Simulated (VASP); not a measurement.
Crystal: SbO4.

```
Sb O
1.0
     4.30037    0.00000    0.00000
    -2.15019    3.72423    0.00000
     0.00000    0.00000    3.65291
Sb O
1 4
Direct
  0.00000 0.00000 0.00000
  0.33333 0.66667 0.67929
  0.33333 0.66667 0.32071
  0.66667 0.33333 0.32071
  0.66667 0.33333 0.67929
```

The cell was generated, and may not be a known phase.

- Program: VASP 6.6.1
- Task: relaxation of cell and atoms
- Functional: PBE
- Potentials or basis: VASP PAW PBE potentials, release 64 (Sb, O)
- Cutoff: 600 eV
- k mesh: 6 × 6 × 6
- Occupations: gaussian, width 0.1 eV
- Spin: no spin polarisation

At the start: pressure 0.1 GPa; volume 11.70 Å³/atom.

Task: How do energy, volume and symmetry change on relaxing?

Result: Over 4 steps the energy falls by 2.4 meV/atom and the volume is 11.57 Å³/atom (-1.2 %); space group P6/mmm (No. 191, to 0.1 Å) before and after.

Step by step:
| step | energy change (eV) | largest force (eV/Å) | pressure (GPa) | volume (Å³) |
| --- | --- | --- | --- | --- |
| 1 | 0.0000 | 0.5182 | 0.10 | 58.50 |
| 2 | 0.0736 | 1.4766 | -5.24 | 58.56 |
| 3 | -0.0080 | 0.0352 | -1.34 | 58.52 |
| 4 | -0.0120 | 0.0175 | -0.43 | 57.83 |

Final structure:
```
Sb O
1.0
     4.27287    0.00000    0.00000
    -2.13643    3.70041    0.00000
     0.00000    0.00000    3.65729
Sb O
1 4
Direct
  0.00000 0.00000 0.00000
  0.33333 0.66667 0.68119
  0.33333 0.66667 0.31881
  0.66667 0.33333 0.31881
  0.66667 0.33333 0.68119
```

Caveat: an odd number of electrons without spin polarisation forces a metal; a magnetic or distorted state may lie lower.
